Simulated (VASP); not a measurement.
Here is a VASP 6.6.1 calculation.

The input INCAR:

```
SYSTEM = SiGe
  ALGO = Normal
  EDIFF = 1E-6
  ENCUT = 520
  GGA = PS
  ISIF = 2
  ISMEAR = 0
  LASPH = .TRUE.
  LCHARG = .FALSE.
  LREAL = .FALSE.
  LWAVE = .FALSE.
  NBANDS = 26
  NELM = 60
  PREC = Accurate
  SIGMA = 0.03
```

KPOINTS

```
k-points
0
G
  12 12 6
  0 0 0
```

File POSCAR:

```
SiGe
1.0
    3.5739621851      0.0000000000      0.0000000000
   -1.7869810926      3.0951420444      0.0000000000
    0.0000000000      0.0000000000      7.6749727195
Si Ge
2 2
Direct
    0.6666666667      0.3333333333      0.8745463420
    0.3333333333      0.6666666667      0.3745463420
    0.6666666667      0.3333333333      0.5004526580
    0.3333333333      0.6666666667      0.0004526580
```

Potentials or basis: VASP PAW PBE potentials, release 64 (Si, Ge_d).

Run with:

```bash
$ cat potpaw_PBE.64/Si/POTCAR potpaw_PBE.64/Ge_d/POTCAR > POTCAR
$ mpirun -np 1 vasp_std > vasp.out
```

(1) Estimate the band gap on the k mesh.

(2) What does it give for the pressure?

(3) Predict the largest force.

Answers

(1) zero (band 18 reaches 5.95 eV, above the bottom of band 19 at 4.51 eV).

(2) 7.0 GPa.

(3) 1.161 eV/Å.

Caveat: the PAW data sets were made with another functional, which shifts forces and pressure a little.
